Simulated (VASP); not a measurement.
A run of VASP 6.6.1 is set up as follows.

INCAR

```
PREC = Accurate ; ENCUT = 520
EDIFF = 1E-6 ; ISMEAR = 0
SIGMA = 0.1 ; LREAL = False
LASPH = True ; NELM = 80
ALGO = Fast ; ISIF = 2
LWAVE = False ; LCHARG = True
GGA = PS ; LELF = True
LVHAR = True ; NBANDS = 21
```

File KPOINTS:

```
Automatic mesh
0
Gamma
  12 12 4
```

POSCAR

```
Sn
1.0
    3.3526903014      0.0000000000      0.0000000000
   -1.6763451507      2.9035149720      0.0000000000
    0.0000000000      0.0000000000      5.3494435069
Sn
2
Direct
    0.3333333333      0.6666666667      0.2500000000
    0.6666666667      0.3333333333      0.7500000000
```

Potentials or basis: VASP PAW PBE potentials, release 64 (Sn_d).

The run is started by

```bash
$ cat potpaw_PBE.64/Sn_d/POTCAR > POTCAR
$ mpirun -np 1 vasp_std > vasp.out
```

Estimate the pressure.

0.1 GPa.

Predict the band gap on the k mesh.

zero (bands 14 and 15 overlap by 7.73 eV).

Caveat: the PAW data sets were made with another functional, which shifts forces and pressure a little; spin-orbit coupling is left out, which moves the levels of the heavy elements.
